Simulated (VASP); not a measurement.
Co, 4 atoms in the cell. Symmetry: P6_3/mmc, No. 194, hexagonal system. Conventional cell: a = 2.471 Å, b = 2.471 Å, c = 8.088 Å, α = 90.00°, β = 90.00°, γ = 120.00°. Within 3.3 Å of Co (site symmetry -6m2) lie 12 Co at 2.47 Å. Within 3.3 Å of Co (site symmetry -3m) lie 12 Co at 2.47 Å. 

```yaml
Program: VASP 6.6.1
Task: single point
Functional: PBE
Potentials_or_basis: VASP PAW PBE potentials, release 64 (Co_sv)
Cutoff: 600 eV
k_mesh: 10 × 10 × 3
Occupations: fermi-dirac, width 0.05 eV
Spin: collinear spin, ferromagnetic start
Starting_moments: "[2.5, 2.5, 2.5, 2.5] μB"
Fixed_moment: 10 μB
Dipole_correction: no
Further_INCAR_settings: ALGO = Normal; EDIFF = 1e-06; NBANDS = 46
```

Potentials or basis: VASP PAW PBE potentials, release 64 (Co_sv).

Command:

```sh
$ cat potpaw_PBE.64/Co_sv/POTCAR > POTCAR
$ mpirun -np 1 vasp_std > vasp.out
```

Hardware: 1 thread of Intel(R) Xeon(R) Platinum 8488C (Sapphire Rapids), on a shared host.

Q: How long does it take, and how much memory?

A: Wall time 2.5 min on 1 thread of Intel(R) Xeon(R) Platinum 8488C (Sapphire Rapids), on a shared host, peak memory 0.23 GiB. Counts: scf iterations 19, k points 28.
